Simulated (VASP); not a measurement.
# TiO2 (R-3m) in VASP: a series of runs

Runs on TiO2. Level: PBE+D3(BJ)+U. Tasks: single point.

Program: VASP 6.6.1. These are calculated values, not measurements. Logs are shortened: lines on timing, memory, paths and dates and some standing lists are left out, and cuts for length are marked.

### 1 The cell of the first run

It takes space group R-3m (No. 166, trigonal). The conventional cell has a = 3.149 Å, b = 3.149 Å, c = 13.628 Å, α = 90.00°, β = 90.00°, γ = 120.00°. Within 2.7 Å of Ti (site symmetry -3m) lie 6 O at 2.02 Å. O (site symmetry 3m) has 3 Ti at 2.02 Å and 4 O at 2.54 to 2.77 Å within 2.8 Å.

### 2 Single point, PBE+D3(BJ)+U

INCAR reads:

```
PREC     = Accurate       # precision mode
ENCUT    = 1340           # plane-wave cutoff, eV
EDIFF    = 1E-6           # SCF threshold, eV
ISMEAR   = 0              # smearing method
SIGMA    = 0.05           # smearing width, eV
LREAL    = F              # projectors in reciprocal space
LASPH    = T              # aspherical terms in the spheres
NELM     = 200            # most SCF steps
ALGO     = Normal         # electronic algorithm
ISIF     = 2              # what is computed and relaxed
LWAVE    = F              # write WAVECAR
LCHARG   = F              # write CHGCAR
LMAXMIX  = 4              # l up to which the mixer works
LDAU     = T              # DFT+U
LDAUTYPE = 2            
LDAUL    = 2 -1           # shell
LDAUU    = 4 0            # U, eV
LDAUJ    = 0 0          
LDAUPRINT= 1            
GGA      = PE             # functional
IVDW     = 12             # dispersion correction
NBANDS   = 19             # bands
GGA_COMPAT= F
```

KPOINTS reads:

```
Automatic mesh
0
Gamma
  9 9 9
```

POSCAR reads:

```
TiO2
1.0
    1.5742500000      0.9088936613      4.5427333333
   -1.5742500000      0.9088936613      4.5427333333
    0.0000000000     -1.8177873226      4.5427333333
Ti O
1 2
Direct
    0.0000000000      0.0000000000      0.0000000000
    0.6017580785      0.6017580785      0.6017580785
    0.3982419215      0.3982419215      0.3982419215
```

Potentials or basis: VASP PAW PBE potentials, release 64 (Ti_sv, O_h).

Command:

```
$ cat potpaw_PBE.64/Ti_sv/POTCAR potpaw_PBE.64/O_h/POTCAR > POTCAR
$ mpirun -np 1 vasp_std > vasp.out
```

OUTCAR:

```text
PREC = Accurate
   ENCUT = 1340
   EDIFF = 1E-6
   ISMEAR = 0
   LREAL = F
   LASPH = T
   NELM = 200
   ISIF = 2
   GGA = PE
   IVDW = 12
 IVDW          = 12

 ion  position               nearest neighbor table
   1  0.000  0.000  0.000-   2 2.02   2 2.02   3 2.02   3 2.02   2 2.02   3 2.02
   2  0.602  0.602  0.602-   1 2.02   1 2.02   1 2.02
   3  0.398  0.398  0.398-   1 2.02   1 2.02   1 2.02

  LATTYP: Found a trigonal (rhomboedric) cell.
 ALAT       =     4.8929313185
 COS(alpha) =     0.7929671978

  Lattice vectors:

 A1 = (   1.5742500000,   0.9088936613,   4.5427333333)
 A2 = (  -1.5742500000,   0.9088936613,   4.5427333333)
 A3 = (   0.0000000000,  -1.8177873226,   4.5427333333)

Analysis of symmetry for initial positions (statically):
=====================================================================
 Subroutine PRICEL returns:
 Original cell was already a primitive cell.

 Routine SETGRP: Setting up the symmetry group for a
 trigonal (rhombohedral) supercell.

 Subroutine GETGRP returns: Found 12 space group operations
 (whereof 12 operations were pure point group operations)
 out of a pool of 12 trial point group operations.

The static configuration has the point symmetry D_3d.

Analysis of symmetry for dynamics (positions and initial velocities):
=====================================================================
 Subroutine PRICEL returns:
 Original cell was already a primitive cell.

 Routine SETGRP: Setting up the symmetry group for a
 trigonal (rhombohedral) supercell.

 Subroutine GETGRP returns: Found 12 space group operations
 (whereof 12 operations were pure point group operations)
 out of a pool of 12 trial point group operations.

The dynamic configuration has the point symmetry D_3d.

 Subroutine INISYM returns: Found 12 space group operations
 (whereof 12 operations are pure point group operations),
 and found     1 'primitive' translations

----------------------------------------------------------------------------------------

                                     Primitive cell

  volume of cell :      38.9992

  direct lattice vectors                    reciprocal lattice vectors
     1.574250000  0.908893661  4.542733333     0.317611561  0.183373120  0.073377262
    -1.574250000  0.908893661  4.542733333    -0.317611561  0.183373120  0.073377262
     0.000000000 -1.817787323  4.542733333     0.000000000 -0.366746241  0.073377262

  length of vectors
     4.892931318  4.892931318  4.892931319     0.374014742  0.374014742  0.374014742

  position of ions in fractional coordinates (direct lattice)
     0.000000000  0.000000000  0.000000000
     0.601758078  0.601758078  0.601758078
     0.398241922  0.398241922  0.398241922

  ion indices of the primitive-cell ions
   primitive index   ion index
                 1           1
                 2           2
                 3           3

----------------------------------------------------------------------------------------

 KPOINTS: Automatic mesh

Automatic generation of k-mesh.
 Grid dimensions read from file:
 generate k-points for:    9    9    9

 Generating k-lattice:

  Cartesian coordinates                     Fractional coordinates (reciprocal lattice)
     0.035290173  0.020374791  0.008153029     0.111111111  0.000000000  0.000000000
    -0.035290173  0.020374791  0.008153029     0.000000000  0.111111111  0.000000000
     0.000000000 -0.040749582  0.008153029     0.000000000  0.000000000  0.111111111

  Length of vectors
     0.041557194  0.041557194  0.041557194

[... 39 lines left out ...]
   dimension x,y,z NGXF=   120 NGYF=  120 NGZF=  120
   ions per type =               1   2
   NGX,Y,Z   is equivalent  to a cutoff of  20.39, 20.39, 20.39 a.u.
   NGXF,Y,Z  is equivalent  to a cutoff of  40.77, 40.77, 40.77 a.u.
 SYSTEM =  unknown system
   PREC   = accura    normal or accurate (medium, high low for compatibility)
   ISTART =      0    job   : 0-new  1-cont  2-samecut
   ICHARG =      2    charge: 1-file 2-atom 10-const
   ISPIN  =      1    spin polarized calculation?
   LNONCOLLINEAR =      F non collinear calculations
   LSORBIT =      F    spin-orbit coupling
   LASPH  =      T    aspherical Exc in radial PAW
   ENCUT  = 1340.0 eV  98.49 Ry    9.92 a.u.  14.60 14.60 14.60*2*pi/ulx,y,z
   NELM   =    200;   NELMIN=  2; NELMDL= -5     # of ELM steps
   EDIFF  = 0.1E-05   stopping-criterion for ELM
   LREAL  =      F    real-space projection
   EDIFFG = 0.1E-04   stopping-criterion for IOM
   NSW    =      0    number of steps for IOM
   IBRION =     -1    ionic relax: 0-MD 1-quasi-New 2-CG
   NFREE  =      0    steps in history (QN), initial steepest desc. (CG)
   ISIF   =      2    stress and relaxation
   ISYM   =      2    0-nonsym 1-usesym 2-fastsym
   POTIM  = 0.5000    time-step for ionic-motion
   TEBEG  =    0.0;   TEEND  =   0.0 temperature during run
   PSTRESS=    0.0 pullay stress
   NELECT =      24.0000    total number of electrons
   NUPDOWN=      -1.0000    fix difference up-down
   EMIN   =  10.00;   EMAX   =-10.00  energy-range for DOS
   EFERMI =   0.00;   METHOD = LEGACY
   ISMEAR =     0;   SIGMA  =   0.05  broadening in eV -4-tet -1-fermi 0-gaus
   EFERMI_NEDOS =   21; number of points for ismear=-14 and -15
   IALGO  =     38    algorithm
   IMIX   =      4    mixing-type and parameters
     AMIX     =   0.40;   BMIX     =  1.00
     AMIX_MAG =   1.60;   BMIX_MAG =  1.00
  volume/ion in A,a.u.               =      13.00        87.73
  Fermi-wavevector in a.u.,A,eV,Ry     =   1.392494  2.631433 26.382253  1.939041
  Thomas-Fermi vector in A             =   2.516232
   LORBIT       =      0    0 simple, 1 ext, 2 COOP (PROOUT), +10 PAW based schemes
 LDA+U is selected, type is set to LDAUTYPE =  2
   angular momentum for each species LDAUL =     2   -1
   U (eV)           for each species LDAUU =   4.0  0.0
   J (eV)           for each species LDAUJ =   0.0  0.0
   GGA     = PE    functional components
   LHFCALC =     F    Hartree Fock is set to
   AEXX    =    0.0000 exact exchange contribution
   IVDW    =    12    specifies the selected vdW correction
   LEPSILON=     F    determine dielectric tensor
   LRPA    =     F    only Hartree local field effects (RPA)
 non-spin polarized calculation
 Gauss-broadening in eV      SIGMA  =   0.05
  energy-cutoff  :     1340.00
  volume of cell :       39.00
 maximum number of plane-waves:      4380
   NGX = 29   NGY = 29   NGZ = 29

atom =   1  type =  1  l = 2

 onsite density matrix

spin component  1

  0.1718  0.0000 -0.0000 -0.0865 -0.0000
  0.0000  0.1701 -0.0000  0.0000 -0.0865
 -0.0000 -0.0000  0.0878  0.0000  0.0000
 -0.0865  0.0000  0.0000  0.1701 -0.0000
 -0.0000 -0.0865  0.0000 -0.0000  0.1718

spin component  2

  0.1718  0.0000 -0.0000 -0.0865 -0.0000
  0.0000  0.1701 -0.0000  0.0000 -0.0865
 -0.0000 -0.0000  0.0878  0.0000  0.0000
 -0.0865  0.0000  0.0000  0.1701 -0.0000
 -0.0000 -0.0865  0.0000 -0.0000  0.1718

 occupancies and eigenvectors

  o =  0.0845  v = -0.7036  0.0000 -0.0000 -0.7106 -0.0000  0.0000  0.0000  0.0000  0.0000  0.0000      0.0000  0.0000  0.0000  0.0000  0.0000  0.0000  0.0000  0.0000  0.0000  0.0000
  o =  0.0845  v =  0.0000  0.0000  0.0000  0.0000  0.0000 -0.7036  0.0000 -0.0000 -0.7106 -0.0000      0.0000  0.0000  0.0000  0.0000  0.0000  0.0000  0.0000  0.0000  0.0000  0.0000
  o =  0.0845  v =  0.0000  0.7106 -0.0000  0.0000  0.7036  0.0000  0.0000  0.0000  0.0000  0.0000      0.0000  0.0000  0.0000  0.0000  0.0000  0.0000  0.0000  0.0000  0.0000  0.0000
  o =  0.0845  v =  0.0000  0.0000  0.0000  0.0000  0.0000  0.0000  0.7106 -0.0000  0.0000  0.7036      0.0000  0.0000  0.0000  0.0000  0.0000  0.0000  0.0000  0.0000  0.0000  0.0000
  o =  0.0878  v =  0.0000  0.0000  0.0000  0.0000  0.0000  0.0000  0.0000  1.0000  0.0000  0.0000      0.0000  0.0000  0.0000  0.0000  0.0000  0.0000  0.0000  0.0000  0.0000  0.0000
  o =  0.0878  v =  0.0000  0.0000  1.0000  0.0000  0.0000  0.0000  0.0000  0.0000  0.0000  0.0000      0.0000  0.0000  0.0000  0.0000  0.0000  0.0000  0.0000  0.0000  0.0000  0.0000
  o =  0.2575  v = -0.7106  0.0000  0.0000  0.7036  0.0000  0.0000  0.0000  0.0000  0.0000  0.0000      0.0000  0.0000  0.0000  0.0000  0.0000  0.0000  0.0000  0.0000  0.0000  0.0000
  o =  0.2575  v =  0.0000  0.0000  0.0000  0.0000  0.0000 -0.7106  0.0000  0.0000  0.7036  0.0000      0.0000  0.0000  0.0000  0.0000  0.0000  0.0000  0.0000  0.0000  0.0000  0.0000
  o =  0.2575  v =  0.0000 -0.7036  0.0000  0.0000  0.7106  0.0000  0.0000  0.0000  0.0000  0.0000      0.0000  0.0000  0.0000  0.0000  0.0000  0.0000  0.0000  0.0000  0.0000  0.0000
  o =  0.2575  v =  0.0000  0.0000  0.0000  0.0000  0.0000  0.0000 -0.7036  0.0000  0.0000  0.7106      0.0000  0.0000  0.0000  0.0000  0.0000  0.0000  0.0000  0.0000  0.0000  0.0000

 number of electron      24.0000000 magnetization

 Free energy of the ion-electron system (eV)
  ---------------------------------------------------
  ext. energy  EPLUGINS =         0.00000000
  ---------------------------------------------------
  free energy    TOTEN  =       -23.62587545 eV

  energy without entropy =      -23.62587545  energy(sigma->0) =      -23.62587545

 E-fermi :   3.4145     XC(G=0):  -9.9651

 val. band max:        3.1698063863   @ k =  -0.2222   0.1111   0.0000
 cond. band min:       5.7247743178   @ k =   0.0000   0.0000   0.0000
 fundamental gap:      2.5549679315
 Fermi energy:         3.4144866831

 k-point     1 :       0.0000    0.0000    0.0000
  band No.  band energies     occupation
      1     -54.9653      2.00000
      2     -31.2063      2.00000
      3     -30.9256      2.00000
      4     -30.9256      2.00000
      5     -14.6886      2.00000
      6     -12.6371      2.00000
[... 505 lines left out ...]
      6     -13.1337      2.00000
[... 11 lines left out ...]
     18      13.4915      0.00000
     19      15.5715      0.00000

 [... further k-points ...]

------------------------ aborting loop because EDIFF is reached ----------------------------------------

 Edisp (eV)   -0.57480

 E8    (eV) :    -0.2247

  FORCE on cell =-STRESS in cart. coord.  units (eV):
  Direction    XX          YY          ZZ          XY          YZ          ZX
  --------------------------------------------------------------------------------------
  -------------------------------------------------------------------------------------
  Total      -3.26417    -3.26417     1.37985     0.00000     0.00000    -0.00000
  in kB    -134.09984  -134.09984    56.68758     0.00000     0.00000    -0.00000
  external pressure =      -70.50 kB  Pullay stress =        0.00 kB

 VOLUME and BASIS-vectors are now :
 -----------------------------------------------------------------------------
  energy-cutoff  :     1340.00
  volume of cell :       39.00
      direct lattice vectors                 reciprocal lattice vectors
     1.574250000  0.908893661  4.542733333     0.317611561  0.183373120  0.073377262
    -1.574250000  0.908893661  4.542733333    -0.317611561  0.183373120  0.073377262
     0.000000000 -1.817787323  4.542733333     0.000000000 -0.366746241  0.073377262

 POSITION                                       TOTAL-FORCE (eV/Angst)
 -----------------------------------------------------------------------------------
      0.00000      0.00000      0.00000        -0.000000     -0.000000      0.000000
      0.00000      0.00000      8.20088         0.000000      0.000000     -0.353496
      0.00000      0.00000      5.42732         0.000000     -0.000000      0.353496
 -----------------------------------------------------------------------------------
    total drift:                               -0.000000     -0.000000     -0.000000

  FREE ENERGIE OF THE ION-ELECTRON SYSTEM (eV)
  ---------------------------------------------------
  free  energy   TOTEN  =       -24.2006802757 eV

  energy  without entropy=      -24.2006802757  energy(sigma->0) =      -24.20068028
```

Wall time 7.1 min (1 thread of AMD EPYC 9R14 (Zen 4), shared host); peak memory 0.58 GiB.

Results:

```yaml
Free_energy: -24.2007 eV
Pressure: -7.1 GPa
Largest_force: 0.353 eV/Å
Band_gap_on_the_k_mesh: 2.56 eV (least direct gap 2.81 eV)
Dispersion_energy_per_atom: -0.192 eV
```

Forces on the atoms (eV/Å):
```
Ti   0.000  0.000  0.000
O    0.000  0.000 -0.353
O    0.000  0.000  0.353
```

Stress tensor (GPa, compression positive):
```
-13.41   0.00   0.00
  0.00 -13.41   0.00
  0.00   0.00   5.67
```

Levels at points of the mesh, in eV from the valence-band top:
| k point | band 10 | band 11 | band 12 | band 13 | band 14 | band 15 |
| --- | --- | --- | --- | --- | --- | --- |
| (0.00, 0.00, 0.00) | -0.81 | -0.81 | -0.25 | 2.56 | 2.56 | 3.87 |

Eigenvalues of the final occupation matrices:
```csv
site,spin,trace,eigenvalues
site 1 d,1,0.77,0.08 0.08 0.09 0.26 0.26
site 1 d,2,0.77,0.08 0.08 0.09 0.26 0.26
```

Caveat: the stress differs along the axes, from -13 to 6 GPa. A k mesh can miss the band edges.

### 3 Single point, PBE+D3(BJ)+U

This run uses another cell than the first one, of 13.39 Å³/atom.

INCAR reads:

```
ALGO = Normal
EDIFF = 1E-6
ENCUT = 1340
GGA = PE
GGA_COMPAT = F
ISIF = 2
ISMEAR = 0
IVDW = 12
LASPH = T
LCHARG = F
LDAU = T
LDAUJ = 0 0
LDAUL = 2 -1
LDAUPRINT = 1
LDAUTYPE = 2
LDAUU = 4 0
LMAXMIX = 4
LREAL = F
LWAVE = F
NBANDS = 19
NELM = 200
PREC = Accurate
SIGMA = 0.05
```

KPOINTS reads:

```
k-points
0
Gamma
  9 9 9
```

POSCAR reads:

```
TiO2
1.0
    1.5391500000      0.8886286668      4.8951988906
   -1.5391500000      0.8886286668      4.8951988906
    0.0000000000     -1.7772573337      4.8951988906
Ti O
1 2
Direct
    0.0000000000      0.0000000000      0.0000000000
    0.6017580785      0.6017580785      0.6017580785
    0.3982419215      0.3982419215      0.3982419215
```

Potentials or basis: VASP PAW PBE potentials, release 64 (Ti_sv, O_h).

Command:

```
$ cat potpaw_PBE.64/Ti_sv/POTCAR potpaw_PBE.64/O_h/POTCAR > POTCAR
$ mpirun -np 1 vasp_std > vasp.out
```

It took 8.9 min on 1 thread of Intel Xeon 6975P-C (Granite Rapids), shared host; peak memory 0.66 GiB.

The run converged. Its results:

| Property | Result |
| --- | --- |
| Free energy | -24.3629 eV |
| Pressure | -6.0 GPa |
| Largest force | 0.173 eV/Å |
| Band gap on the k mesh | 2.80 eV (least direct gap 3.11 eV) |
| Dispersion energy per atom | -0.184 eV |

Forces in eV/Å, atoms in the order of the input:
```
Ti   0.000  0.000  0.000
O    0.000  0.000  0.173
O    0.000  0.000 -0.173
```

Stress tensor (GPa, compression positive):
```
-8.33  0.00  0.00
 0.00 -8.33  0.00
 0.00  0.00 -1.39
```

Levels at points of the mesh, in eV from the valence-band top:
| k point | band 9 | band 10 | band 11 | band 12 | band 13 | band 14 | band 15 | band 16 |
| --- | --- | --- | --- | --- | --- | --- | --- | --- |
| (0.00, 0.00, 0.00) | -3.74 | -0.60 | -0.60 | -0.30 | 2.80 | 2.80 | 4.20 | 6.20 |

Eigenvalues of the final occupation matrices:
```
    site  spin  trace               eigenvalues
site 1 d     1   0.78  0.09 0.09 0.09 0.26 0.26
site 1 d     2   0.78  0.09 0.09 0.09 0.26 0.26
```

Caveat: the stress differs along the axes, from -8 to -1 GPa.

### 4 Single point, PBE+D3(BJ)+U

This run uses another cell than the first one, of 15.32 Å³/atom.

INCAR reads:

```
PREC     = Accurate       # precision mode
ENCUT    = 1340           # plane-wave cutoff, eV
EDIFF    = 1E-6           # SCF threshold, eV
ISMEAR   = 0              # smearing method
SIGMA    = 0.05           # smearing width, eV
LREAL    = False          # projectors in reciprocal space
LASPH    = True           # aspherical terms in the spheres
NELM     = 200            # most SCF steps
ALGO     = Normal         # electronic algorithm
ISIF     = 2              # what is computed and relaxed
LWAVE    = False          # write WAVECAR
LCHARG   = True           # write CHGCAR
LMAXMIX  = 4              # l up to which the mixer works
LDAU     = True           # DFT+U
LDAUTYPE = 2            
LDAUL    = 2 -1           # shell
LDAUU    = 4 0            # U, eV
LDAUJ    = 0 0          
LDAUPRINT= 1            
GGA      = PE             # functional
IVDW     = 12             # dispersion correction
LELF     = True           # ELF
LVHAR    = True         
NBANDS   = 19             # bands
GGA_COMPAT= False
```

KPOINTS reads:

```
Automatic mesh
0
Gamma
  9 9 9
```

POSCAR reads:

```
TiO2
1.0
    1.5391500000      0.8886286668      5.6001000000
   -1.5391500000      0.8886286668      5.6001000000
    0.0000000000     -1.7772573337      5.6001000000
Ti O
1 2
Direct
    0.0000000000      0.0000000000      0.0000000000
    0.6017580785      0.6017580785      0.6017580785
    0.3982419215      0.3982419215      0.3982419215
```

Command:

```
$ cat potpaw_PBE.64/Ti_sv/POTCAR potpaw_PBE.64/O_h/POTCAR > POTCAR
$ mpirun -np 1 vasp_std > vasp.out
```

Run time: 26 min. Hardware: 1 thread of Intel Xeon Platinum 8488C (Sapphire Rapids), shared host; peak memory 0.85 GiB.

It converged, with:

* Free energy: -23.9850 eV
* Pressure: -16.4 GPa
* Largest force: 2.316 eV/Å
* Band gap on the k mesh: 2.68 eV (least direct gap 2.90 eV)
* Dispersion energy per atom: -0.160 eV

Forces in eV/Å, atoms in the order of the input:
```
Ti   0.000  0.000  0.000
O    0.000  0.000  2.316
O    0.000  0.000 -2.316
```

Stress tensor (GPa, compression positive):
```
-15.01   0.00   0.00
  0.00 -15.01   0.00
  0.00   0.00 -19.13
```

Levels at points of the mesh, in eV from the valence-band top:
```
           k point  band 8  band 9  band 10  band 11  band 12  band 13  band 14  band 15  band 16  band 17
(0.00, 0.00, 0.00)   -2.81   -2.81    -0.28    -0.27    -0.27     2.81     2.81     3.86     5.42     5.42
```

Eigenvalues of the final occupation matrices:
```tsv
site	spin	trace	eigenvalues
site 1 d	1	0.75	0.08 0.09 0.09 0.25 0.25
site 1 d	2	0.75	0.08 0.09 0.09 0.25 0.25
```

Caveat: the cell stands under tension; forces of over 1 eV/Å act on the atoms, so gaps and moduli don't describe the material at rest.

### 5 Overview

```csv
cell,gap on the mesh (eV),pressure (GPa),largest force (eV/Å)
"a = 4.893 Å, angles 37.5°, 3 atoms",2.56,-7.1,0.35
"a = 5.208 Å, angles 34.4°, 3 atoms",2.80,-6.0,0.17
"a = 5.875 Å, angles 30.4°, 3 atoms",2.68,-16.4,2.32
```

Alike in all rows: task single point; level PBE+D3(BJ)+U; potentials or basis VASP PAW PBE potentials, release 64 (Ti_sv, O_h); no spin polarisation; Ti d U = 4.0 eV; k mesh 9 × 9 × 9; cutoff (eV) 1340; smearing gaussian 0.05 eV.

Caveats: the stress differs along the axes, from -13 to 6 GPa (at least some runs); the stress differs along the axes, from -8 to -1 GPa (at least some runs); the cell stands under tension (at least some runs); forces of over 1 eV/Å act on the atoms, so gaps and moduli don't describe the material at rest (at least some runs).

Total energies depend on the potentials used, so only differences within one code and one set of settings carry meaning.
